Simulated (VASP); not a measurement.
# Zn (P6_3/mmc) in VASP: single point with PBE

Aim: the single point of Zn with PBE.

Everything below comes from runs of VASP 6.6.1. Logs are shortened: lines on timing, memory, paths and dates and some standing lists are left out, and cuts for length are marked.

## Step 1: The cell of the first run

It takes space group P6_3/mmc (No. 194, hexagonal). The conventional cell has a = 2.629 Å, b = 2.629 Å, c = 4.803 Å, α = 90.00°, β = 90.00°, γ = 120.00°. Zn (site symmetry -6m2) has 12 Zn at 2.63 to 2.84 Å within 3.5 Å.

## Step 2: Single point, PBE

Contents of INCAR:

```
SYSTEM = Zn
PREC = Accurate
ENCUT = 520
EDIFF = 1E-7
ISMEAR = 0
SIGMA = 0.1
LREAL = .FALSE.
LASPH = .TRUE.
NELM = 100
ALGO = Fast
ISIF = 2
LWAVE = .FALSE.
LCHARG = .FALSE.
GGA = PE
NBANDS = 19
KPAR = 4
```

Contents of KPOINTS:

```
Automatic mesh
0
G
  57 57 28
  0 0 0
```

Contents of POSCAR:

```
Zn
1.0
    2.6294199599      0.0000000000      0.0000000000
   -1.3147099799      2.2771444825      0.0000000000
    0.0000000000      0.0000000000      4.8026822626
Zn
2
Direct
    0.3333333333      0.6666666667      0.2500000000
    0.6666666667      0.3333333333      0.7500000000
```

Potentials or basis: VASP PAW PBE potentials, release 64 (Zn).

Launch:

```sh
> cat potpaw_PBE.64/Zn/POTCAR > POTCAR
> mpirun -np 4 vasp_std > vasp.out
```

OUTCAR:

```text
SYSTEM = Zn
   PREC = Accurate
   ENCUT = 520
   EDIFF = 1E-7
   ISMEAR = 0
   LREAL = .FALSE.
   LASPH = .TRUE.
   NELM = 100
   ISIF = 2
   GGA = PE

 ion  position               nearest neighbor table
   1  0.333  0.667  0.250-   2 2.84   2 2.84   2 2.84   2 2.84   2 2.84   2 2.84
   2  0.667  0.333  0.750-   1 2.84   1 2.84   1 2.84   1 2.84   1 2.84   1 2.84

  LATTYP: Found a hexagonal cell.
 ALAT       =     2.6294199599
 C/A-ratio  =     1.8265177628

  Lattice vectors:

 A1 = (   2.6294199599,   0.0000000000,   0.0000000000)
 A2 = (  -1.3147099799,   2.2771444825,   0.0000000000)
 A3 = (   0.0000000000,   0.0000000000,   4.8026822626)

Analysis of symmetry for initial positions (statically):
=====================================================================
 Subroutine PRICEL returns:
 Original cell was already a primitive cell.

 Routine SETGRP: Setting up the symmetry group for a
 hexagonal supercell.

 Subroutine GETGRP returns: Found 24 space group operations
 (whereof 12 operations were pure point group operations)
 out of a pool of 24 trial point group operations.

The static configuration has the point symmetry D_3d.
 The point group associated with its full space group is D_6h.

Analysis of symmetry for dynamics (positions and initial velocities):
=====================================================================
 Subroutine PRICEL returns:
 Original cell was already a primitive cell.

 Routine SETGRP: Setting up the symmetry group for a
 hexagonal supercell.

 Subroutine GETGRP returns: Found 24 space group operations
 (whereof 12 operations were pure point group operations)
 out of a pool of 24 trial point group operations.

The dynamic configuration has the point symmetry D_3d.
 The point group associated with its full space group is D_6h.

 Subroutine INISYM returns: Found 24 space group operations
 (whereof 12 operations are pure point group operations),
 and found     1 'primitive' translations

----------------------------------------------------------------------------------------

                                     Primitive cell

  volume of cell :      28.7564

  direct lattice vectors                    reciprocal lattice vectors
     2.629419960  0.000000000  0.000000000     0.380312014  0.219573244  0.000000000
    -1.314709980  2.277144482  0.000000000     0.000000000  0.439146487  0.000000000
     0.000000000  0.000000000  4.802682263     0.000000000  0.000000000  0.208216981

  length of vectors
     2.629419960  2.629419960  4.802682263     0.439146487  0.439146487  0.208216981

  position of ions in fractional coordinates (direct lattice)
     0.333333333  0.666666667  0.250000000
     0.666666667  0.333333333  0.750000000

  ion indices of the primitive-cell ions
   primitive index   ion index
                 1           1
                 2           2

----------------------------------------------------------------------------------------

 KPOINTS: Automatic mesh

Automatic generation of k-mesh.
 Grid dimensions read from file:
 generate k-points for:   57   57   28

 Generating k-lattice:

  Cartesian coordinates                     Fractional coordinates (reciprocal lattice)
     0.006672141  0.003852162  0.000000000     0.017543860  0.000000000  0.000000000
     0.000000000  0.007704324  0.000000000     0.000000000  0.017543860  0.000000000
     0.000000000  0.000000000  0.007436321     0.000000000  0.000000000  0.035714286

  Length of vectors
     0.007704324  0.007704324  0.007436321

  Shift w.r.t. Gamma in fractional coordinates (k-lattice)
     0.000000000  0.000000000  0.000000000

 Subroutine IBZKPT returns following result:
 ===========================================

 Found   4500 irreducible k-points:

 Following reciprocal coordinates:
            Coordinates               Weight
  0.000000  0.000000  0.000000      1.000000
  0.017544 -0.000000  0.000000      6.000000
  0.035088 -0.000000  0.000000      6.000000
  0.052632  0.000000  0.000000      6.000000
  0.070175 -0.000000  0.000000      6.000000
  0.087719 -0.000000  0.000000      6.000000
[... 16 lines left out ...]
  0.385965 -0.000000  0.000000      6.000000
  0.403509  0.000000  0.000000      6.000000
 [... further k-points ...]
   k-points           NKPTS =   4500   k-points in BZ     NKDIM =   4500   number of bands    NBANDS=     19
   number of dos      NEDOS =    301   number of ions     NIONS =      2
   total plane-waves  NPLWV =  14400
   dimension x,y,z NGX =    20 NGY =   20 NGZ =   36
   dimension x,y,z NGXF=    40 NGYF=   40 NGZF=   72
   ions per type =               2
   NGX,Y,Z   is equivalent  to a cutoff of  12.65, 12.65, 12.46 a.u.
   NGXF,Y,Z  is equivalent  to a cutoff of  25.29, 25.29, 24.92 a.u.
 SYSTEM =  Zn
   PREC   = accura    normal or accurate (medium, high low for compatibility)
   ISTART =      0    job   : 0-new  1-cont  2-samecut
   ICHARG =      2    charge: 1-file 2-atom 10-const
   ISPIN  =      1    spin polarized calculation?
   LNONCOLLINEAR =      F non collinear calculations
   LSORBIT =      F    spin-orbit coupling
   LASPH  =      T    aspherical Exc in radial PAW
   ENCUT  =  520.0 eV  38.22 Ry    6.18 a.u.   4.89  4.89  8.93*2*pi/ulx,y,z
   NELM   =    100;   NELMIN=  2; NELMDL= -5     # of ELM steps
   EDIFF  = 0.1E-06   stopping-criterion for ELM
   LREAL  =      F    real-space projection
   EDIFFG = 0.1E-05   stopping-criterion for IOM
   NSW    =      0    number of steps for IOM
   IBRION =     -1    ionic relax: 0-MD 1-quasi-New 2-CG
   NFREE  =      0    steps in history (QN), initial steepest desc. (CG)
   ISIF   =      2    stress and relaxation
   ISYM   =      2    0-nonsym 1-usesym 2-fastsym
   POTIM  = 0.5000    time-step for ionic-motion
   TEBEG  =    0.0;   TEEND  =   0.0 temperature during run
   PSTRESS=    0.0 pullay stress
   NELECT =      24.0000    total number of electrons
   NUPDOWN=      -1.0000    fix difference up-down
   EMIN   =  10.00;   EMAX   =-10.00  energy-range for DOS
   EFERMI =   0.00;   METHOD = LEGACY
   ISMEAR =     0;   SIGMA  =   0.10  broadening in eV -4-tet -1-fermi 0-gaus
   EFERMI_NEDOS =   21; number of points for ismear=-14 and -15
   IALGO  =     68    algorithm
   IMIX   =      4    mixing-type and parameters
     AMIX     =   0.40;   BMIX     =  1.00
     AMIX_MAG =   1.60;   BMIX_MAG =  1.00
  volume/ion in A,a.u.               =      14.38        97.03
  Fermi-wavevector in a.u.,A,eV,Ry     =   1.541347  2.912724 32.324053  2.375751
  Thomas-Fermi vector in A             =   2.647306
   LORBIT       =      0    0 simple, 1 ext, 2 COOP (PROOUT), +10 PAW based schemes
   GGA     = PE    functional components
   LHFCALC =     F    Hartree Fock is set to
   AEXX    =    0.0000 exact exchange contribution
   IVDW    =     0    specifies the selected vdW correction
   LEPSILON=     F    determine dielectric tensor
   LRPA    =     F    only Hartree local field effects (RPA)
 non-spin polarized calculation
 RMM-DIIS sequential band-by-band and
 Gauss-broadening in eV      SIGMA  =   0.10
  energy-cutoff  :      520.00
  volume of cell :       28.76
 maximum number of plane-waves:       798
 NGX is ok and might be reduce to    20
   NGX =  9   NGY =  9   NGZ = 17

 number of electron      24.0000037 magnetization

 Free energy of the ion-electron system (eV)
  ---------------------------------------------------
  ext. energy  EPLUGINS =         0.00000000
  ---------------------------------------------------
  free energy    TOTEN  =        -2.19285804 eV

  energy without entropy =       -2.19087938  energy(sigma->0) =       -2.19186871

 E-fermi :   3.5658     XC(G=0): -11.8524

 val. band max:        3.5650909712   @ k =   0.3333   0.3158   0.3214
 cond. band min:       3.5662534995   @ k =   0.3333   0.3333   0.1429
 fundamental gap:      0.0011625282
 Fermi energy:         3.5658155704

 k-point     1 :       0.0000    0.0000    0.0000
  band No.  band energies     occupation
      1      -7.3300      2.00000
      2      -5.3137      2.00000
      3      -4.5354      2.00000
      4      -4.3024      2.00000
      5      -4.3024      2.00000
      6      -4.2419      2.00000
[... 11 lines left out ...]
     18      23.0439      0.00000
     19      23.0756      0.00000

 k-point     2 :       0.0175   -0.0000    0.0000
  band No.  band energies     occupation
      1      -7.3206      2.00000
      2      -5.3095      2.00000
      3      -4.5344      2.00000
      4      -4.3033      2.00000
      5      -4.3000      2.00000
      6      -4.2430      2.00000
[... 11 lines left out ...]
     18      22.7010      0.00000
     19      23.1886      0.00000

 k-point     3 :       0.0351   -0.0000    0.0000
  band No.  band energies     occupation
      1      -7.2924      2.00000
      2      -5.2968      2.00000
      3      -4.5315      2.00000
      4      -4.3062      2.00000
      5      -4.2931      2.00000
      6      -4.2463      2.00000
[... 11 lines left out ...]
     18      22.5071      0.00000
     19      23.5391      0.00000

 k-point     4 :       0.0526    0.0000    0.0000
  band No.  band energies     occupation
      1      -7.2455      2.00000
      2      -5.2760      2.00000
      3      -4.5270      2.00000
      4      -4.3106      2.00000
      5      -4.2815      2.00000
      6      -4.2516      2.00000
[... 11 lines left out ...]
     18      22.3768      0.00000
     19      23.9487      0.00000

 k-point     5 :       0.0702   -0.0000    0.0000
  band No.  band energies     occupation
      1      -7.1801      2.00000
      2      -5.2477      2.00000
      3      -4.5213      2.00000
      4      -4.3161      2.00000
      5      -4.2656      2.00000
      6      -4.2584      2.00000
[... 11 lines left out ...]
     18      22.2686      0.00000
     19      24.3238      0.00000

 k-point     6 :       0.0877   -0.0000    0.0000
  band No.  band energies     occupation
      1      -7.0965      2.00000
      2      -5.2126      2.00000
      3      -4.5150      2.00000
      4      -4.3223      2.00000
      5      -4.2658      2.00000
      6      -4.2453      2.00000
[... 11 lines left out ...]
     18      22.1474      0.00000
     19      24.1433      0.00000

 k-point     7 :       0.1053    0.0000    0.0000
  band No.  band energies     occupation
      1      -6.9949      2.00000
      2      -5.1718      2.00000
      3      -4.5090      2.00000
      4      -4.3286      2.00000
      5      -4.2724      2.00000
      6      -4.2209      2.00000
[... 11 lines left out ...]
     18      21.9530      0.00000
     19      23.6672      0.00000

 k-point     8 :       0.1228   -0.0000    0.0000
  band No.  band energies     occupation
      1      -6.8759      2.00000
      2      -5.1266      2.00000
      3      -4.5040      2.00000
      4      -4.3355      2.00000
      5      -4.2756      2.00000
      6      -4.1926      2.00000
[... 256 lines left out ...]
 k-point    20 :       0.3333    0.0000    0.0000
  band No.  band energies     occupation
      1      -5.1045      2.00000
      2      -4.9495      2.00000
      3      -4.6823      2.00000
      4      -4.2982      2.00000
      5      -4.1967      2.00000
      6      -4.1107      2.00000
[... 11 lines left out ...]
     18      18.6233      0.00000
     19      20.7116      0.00000

 k-point    21 :       0.3509    0.0000    0.0000
  band No.  band energies     occupation
      1      -5.0785      2.00000
      2      -4.9641      2.00000
      3      -4.7186      2.00000
      4      -4.2705      2.00000
      5      -4.2170      2.00000
      6      -4.1218      2.00000
[... 11 lines left out ...]
     18      18.5218      0.00000
     19      20.4946      0.00000

 k-point    22 :       0.3684    0.0000    0.0000
  band No.  band energies     occupation
      1      -5.0692      2.00000
      2      -4.9762      2.00000
      3      -4.7508      2.00000
      4      -4.2446      2.00000
      5      -4.2357      2.00000
      6      -4.1320      2.00000
[... 11 lines left out ...]
     18      18.4319      0.00000
     19      20.2998      0.00000

 k-point    23 :       0.3860   -0.0000    0.0000
  band No.  band energies     occupation
      1      -5.0704      2.00000
      2      -4.9859      2.00000
      3      -4.7789      2.00000
      4      -4.2526      2.00000
      5      -4.2210      2.00000
      6      -4.1410      2.00000
[... 11 lines left out ...]
     18      18.3534      0.00000
     19      20.1281      0.00000

 k-point    24 :       0.4035    0.0000    0.0000
  band No.  band energies     occupation
      1      -5.0770      2.00000
      2      -4.9937      2.00000
      3      -4.8030      2.00000
      4      -4.2674      2.00000
      5      -4.2002      2.00000
      6      -4.1490      2.00000
[... 11 lines left out ...]
     18      18.2864      0.00000
     19      19.9798      0.00000

 [... further k-points ...]

------------------------ aborting loop because EDIFF is reached ----------------------------------------

  FORCE on cell =-STRESS in cart. coord.  units (eV):
  Direction    XX          YY          ZZ          XY          YZ          ZX
  --------------------------------------------------------------------------------------
  -------------------------------------------------------------------------------------
  Total        0.7922744      0.7922744      0.7540308      0.0000000     -0.0000000      0.0000000
  in kB       44.1419792     44.1419792     42.0112191      0.0000000     -0.0000000      0.0000000
  external PRESSURE =      43.4317258 kB  Pullay stress =       0.0000000 kB

 VOLUME and BASIS-vectors are now :
 -----------------------------------------------------------------------------
  energy-cutoff  :      520.00
  volume of cell :       28.76
      direct lattice vectors                 reciprocal lattice vectors
     2.629419960  0.000000000  0.000000000     0.380312014  0.219573244  0.000000000
    -1.314709980  2.277144482  0.000000000     0.000000000  0.439146487  0.000000000
     0.000000000  0.000000000  4.802682263     0.000000000  0.000000000  0.208216981

 POSITION                                       TOTAL-FORCE (eV/Angst)
 -----------------------------------------------------------------------------------
     -0.00000      1.51810      1.20067        -0.000000      0.000000      0.000000
      1.31471      0.75905      3.60201         0.000000     -0.000000      0.000000
 -----------------------------------------------------------------------------------
    total drift:                               -0.000000      0.000000      0.000000

  FREE ENERGIE OF THE ION-ELECTRON SYSTEM (eV)
  ---------------------------------------------------
  free  energy   TOTEN  =        -2.1928580399 eV

  energy  without entropy=       -2.1908793807  energy(sigma->0) =       -2.19186871
```

Wall time 12 min (4 MPI ranks of Oxide Virtual Turin-like, shared host); peak memory 1.8 GiB.

What came out:

```yaml
Free_energy: -2.1929 eV
Pressure: 4.3 GPa
Band_gap_on_the_k_mesh: zero (bands 12 and 13 overlap by 4.55 eV)
```

Caveat: the cell stands under pressure.
